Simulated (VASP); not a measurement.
Set up this calculation in VASP 6.6.1, as the native input.

```
Task                   : relaxation of cell and atoms
Functional             : PBEsol
Potentials or basis    : VASP PAW PBE potentials, release 64 (Al, P)
Cutoff                 : 500 eV
k mesh                 : 8 × 8 × 8
Occupations            : gaussian, width 0.01 eV
Spin                   : no spin polarisation
Target pressure        : 4 GPa
Dipole correction      : no
Further INCAR settings : ALGO = Normal; EDIFF = 1e-07; IBRION = 2; EDIFFG = -0.002; NSW = 100; ISIF = 3
```

The structure of AlP lies in POSCAR:

```
AlP
1.0
    0.0000000000      2.7351213398      2.7351213398
    2.7351213398      0.0000000000      2.7351213398
    2.7351213398      2.7351213398      0.0000000000
Al P
1 1
Direct
    0.0000000000      0.0000000000      0.0000000000
    0.7500000000      0.7500000000      0.7500000000
```

One way to write it, as run:

INCAR

```
SYSTEM = AlP
PREC = Accurate
ENCUT = 500
EDIFF = 1E-7
ISMEAR = 0
SIGMA = 0.01
LREAL = .False.
LASPH = .True.
NELM = 120
ALGO = Normal
ISIF = 3
LWAVE = .False.
LCHARG = .False.
GGA = PS
IBRION = 2
NSW = 100
EDIFFG = -0.002
PSTRESS = 40.0
GGA_COMPAT = .False.
NELMIN = 4
```

KPOINTS

```
Automatic mesh
0
Gamma
  8 8 8
  0 0 0
```

Potentials or basis: VASP PAW PBE potentials, release 64 (Al, P).

The run is started by

```bash
$ cat potpaw_PBE.64/Al/POTCAR potpaw_PBE.64/P/POTCAR > POTCAR
$ mpirun -np 1 vasp_std > vasp.out
```

It gave:

The relaxed volume is 19.63 Å³/atom and the relaxed cell is a = 3.815 Å, b = 3.815 Å, c = 3.815 Å, α = 60.00°, β = 60.00°, γ = 60.00°. The space group after relaxing (to 0.1 Å) is F-43m (No. 216). The energy change on relaxing (the run minimises the enthalpy) is +10.1 meV/atom and the ionic steps are 3. The pressure after relaxing is 4.0 GPa. The band gap on the k mesh is 1.37 eV (least direct gap 3.51 eV).

Caveat: the cell is relaxed towards a set pressure, so the run minimises the enthalpy, not the energy; the PAW data sets were made with another functional, which shifts forces and pressure a little.

It took 18 s on 1 thread of Intel(R) Xeon(R) Platinum 8375C CPU @ 2.90GHz (Ice Lake), with other jobs on the host, peak memory 0.15 GiB.
